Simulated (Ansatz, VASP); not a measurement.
**One calculation of MgI2, two programs**

```xyz
3
Lattice="0.0000 3.6968 3.6968 3.6968 0.0000 3.6968 3.6968 3.6968 0.0000" Properties=species:S:1:pos:R:3 pbc="T T T"
Mg    0.0000    0.0000    0.0000
I     1.8484    1.8484    1.8484
I     5.5451    5.5451    5.5451
```

Change from the starting cell: hydrostatic strain -1.6%.

Alike in both runs: task single point; functional HSE06; k mesh 4 × 4 × 4; no spin polarisation.

|  | VASP | Ansatz |
| --- | --- | --- |
| version | VASP 6.6.1 | Ansatz 0.2.0 |
| potentials or method | VASP PAW PBE potentials, release 64 (Mg, I) | plane waves, PAW |
| plane-wave cutoff (eV) | 520 | 420 |
| occupations | gaussian, width 0.01 eV | fixed |
| valence electrons in the cell | 16 | 44 |

VASP gave:

* gap on the k mesh at the Fermi level (eV): 1.47
* pressure (GPa): 1.0

Q: Which values does Ansatz return?

A: gap on the k mesh at the Fermi level (eV): 1.53; pressure (GPa): 1.1.

VASP's potentials hold 16 valence electrons a cell and Ansatz's 44, so a difference there can come from the potentials and not from the codes. Ansatz's warnings: stress exchange threshold loose, stress scf threshold loose.

Spin-orbit coupling is off throughout.
